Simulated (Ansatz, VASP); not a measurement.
**Two plane-wave programs on VN2**

INCAR

```
SYSTEM = VN2
  PREC = Accurate
  ENCUT = 520
  EDIFF = 1E-7
  ISMEAR = 0
  SIGMA = 0.15
  LREAL = .False.
  LASPH = .True.
  NELM = 60
  ALGO = Fast
  ISIF = 2
  LWAVE = .False.
  LCHARG = .True.
  GGA = PE
  LELF = .True.
  LVHAR = .True.
  NBANDS = 32
```

KPOINTS

```
Automatic mesh
0
Gamma
  16 16 16
  0 0 0
```

Contents of POSCAR:

```
VN2
1.0
   -2.1533489894      2.1533489894      2.4221350486
    2.1533489894     -2.1533489894      2.4221350486
    2.1533489894      2.1533489894     -2.4221350486
V N
2 4
Direct
    0.2500000000      0.2500000000      0.0000000000
    0.7500000000      0.7500000000      0.0000000000
    0.1135731475      0.6135731475      0.7271462950
    0.6135731475      0.8864268525      0.5000000000
    0.8864268525      0.3864268525      0.2728537050
    0.3864268525      0.1135731475      0.5000000000
```

Input for Ansatz:

```yaml
crystal:
  lattice:
    - [-2.1533489894, 2.1533489894, 2.4221350486]
    - [2.1533489894, -2.1533489894, 2.4221350486]
    - [2.1533489894, 2.1533489894, -2.4221350486]
  atoms:
    - { symbol: V, position: [0.25, 0.25, 0.0] }
    - { symbol: V, position: [0.75, 0.75, 0.0] }
    - { symbol: "N", position: [0.1135731475, 0.6135731475, 0.727146295] }
    - { symbol: "N", position: [0.6135731475, 0.8864268525, 0.5] }
    - { symbol: "N", position: [0.8864268525, 0.3864268525, 0.272853705] }
    - { symbol: "N", position: [0.3864268525, 0.1135731475, 0.5] }
basis:
  ecutwfc: 420
kpoints:
  mp_grid: { grid: [16, 16, 16] }
hamiltonian:
  xc: pbe
scf:
  occupations: { method: gaussian, width: 0.15 }
output:
  forces: true
  stress: true
  eigenvalues: true
```

Change from the starting cell: strain +0.000 along x and y, -0.025 along z, atoms carried along.

Alike in both runs: task single point; functional PBE; k mesh 16 × 16 × 16; occupations gaussian, width 0.15 eV; no spin polarisation.

```csv
,VASP,Ansatz
version,VASP 6.6.1,Ansatz 0.2.0
potentials or method,"VASP PAW PBE potentials, release 64 (V_sv, N), cutoff 520 eV","scalar-relativistic, plane waves, PAW"
valence electrons in the cell,46,46
```

```tsv
	VASP	Ansatz	Ansatz less VASP
gap on the k mesh at the Fermi level (eV)	none	none	-
pressure (GPa)	8.8	8.0	-0.83
traceless stress, the component that is largest in VASP (GPa)	8.75	8.91	+0.157
rms of the force components (eV/Å)	0.070	0.050	-0.0198
```

Atom by atom the forces differ by 0.020 eV/Å (rms over components). A gap of «none» marks a metal or a gap that the smearing closes.
